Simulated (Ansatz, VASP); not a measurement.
# Two plane-wave programs on V4O

The input INCAR:

```
PREC = Accurate
ENCUT = 520
EDIFF = 1E-6
ISMEAR = 0
SIGMA = 0.1
LREAL = False
LASPH = True
NELM = 100
ALGO = Normal
ISIF = 2
LWAVE = False
LCHARG = True
LDIPOL = True
IDIPOL = 3
DIPOL = 0.5 0.5 0.328
GGA = PE
LELF = True
LVHAR = True
LVACPOTAV = True
NBANDS = 37
```

File KPOINTS:

```
regular mesh
0
Gamma
  9 9 1
```

POSCAR

```
V4O
1.0
    2.9971751491      0.0000000000      0.0000000000
    0.0000000000      2.9971751491      0.0000000000
    0.0000000000      0.0000000000     21.3333819395
V O
4 1
Direct
    0.5000000000      0.5000000000      0.1874995728
    0.0000000000      0.0000000000      0.2577457053
    0.5000000000      0.5000000000      0.3267158760
    0.0000000000      0.0000000000      0.3906263884
    0.0000000000      0.0000000000      0.4778136898
```

Input for Ansatz:

```yaml
crystal:
  lattice:
    - [2.9971751491, 0.0, 0.0]
    - [0.0, 2.9971751491, 0.0]
    - [0.0, 0.0, 21.3333819395]
  atoms:
    - { symbol: V, position: [0.5, 0.5, 0.1874995728] }
    - { symbol: V, position: [0.0, 0.0, 0.2577457053] }
    - { symbol: V, position: [0.5, 0.5, 0.326715876] }
    - { symbol: V, position: [0.0, 0.0, 0.3906263884] }
    - { symbol: O, position: [0.0, 0.0, 0.4778136898] }
basis:
  ecutwfc: 420
kpoints:
  mp_grid: { grid: [9, 9, 1] }
hamiltonian:
  xc: pbe
scf:
  occupations: { method: gaussian, width: 0.1 }
output:
  forces: true
  eigenvalues: true
efield:
  axis: 3
  dipole_correction: true
  ramp_width: 0.04
```

Alike in both runs: task single point; functional PBE; k mesh 9 × 9 × 1; occupations gaussian, width 0.1 eV; no spin polarisation.

```csv
,VASP,Ansatz
version,VASP 6.6.1,Ansatz 0.2.0
potentials or method,"VASP PAW PBE potentials, release 64 (V_sv, O), cutoff 520 eV","scalar-relativistic, plane waves, PAW"
valence electrons in the cell,58,58
```

|  | VASP | Ansatz | Ansatz less VASP |
| --- | --- | --- | --- |
| gap on the k mesh at the Fermi level (eV) | none | none | - |
| rms of the force components (eV/Å) | 2.514 | 2.551 | +0.0374 |
| work function, face that differs most (eV) | 9.38 | 9.36 | -0.015 |

Atom by atom the forces differ by 0.039 eV/Å (rms over components). A gap of «none» marks a metal or a gap that the smearing closes. The functional is the same, so the differences come from potentials, cutoffs and numerics.
